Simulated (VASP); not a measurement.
Set up this calculation in VASP 6.6.1, as the native input.

- Task: single point
- Functional: PBE
- Potentials or basis: VASP PAW PBE potentials, release 64 (Ga_d)
- Cutoff: 500 eV
- k mesh: 7 × 7 × 7
- Occupations: methfessel-paxton, width 0.1 eV
- Spin: no spin polarisation
- Dipole correction: no
- Further INCAR settings: ALGO = Normal; EDIFF = 1e-06; NBANDS = 12

The structure of Ga lies in POSCAR:

```
Ga
1.0
    3.3189480000      0.0000000000      0.0000000000
    0.0000000000      3.3189480000      0.0000000000
    0.0000000000      0.0000000000      3.3189480000
Ga
1
Direct
    0.0000000000      0.0000000000      0.0000000000
```

One way to write it, as run:

INCAR

```
PREC     = Accurate       # precision mode
ENCUT    = 500            # plane-wave cutoff, eV
EDIFF    = 1E-6           # SCF threshold, eV
ISMEAR   = 1              # smearing method
SIGMA    = 0.1            # smearing width, eV
LREAL    = False          # projectors in reciprocal space
LASPH    = True           # aspherical terms in the spheres
NELM     = 120            # most SCF steps
ALGO     = Normal         # electronic algorithm
ISIF     = 2              # what is computed and relaxed
LWAVE    = False          # write WAVECAR
LCHARG   = True           # write CHGCAR
GGA      = PE             # functional
LELF     = True           # ELF
LVHAR    = True         
NBANDS   = 12             # bands
GGA_COMPAT= False
```

KPOINTS

```
Automatic mesh
0
Gamma
  7 7 7
```

Potentials or basis: VASP PAW PBE potentials, release 64 (Ga_d).

Launch:

```sh
$ cat potpaw_PBE.64/Ga_d/POTCAR > POTCAR
$ mpirun -np 1 vasp_std > vasp.out
```

It gave:

```
Pressure : -6.2 GPa
```

Run time: 3.8 s on 1 thread of Intel Xeon 6975P-C, with other jobs on the host, peak memory 0.14 GiB.
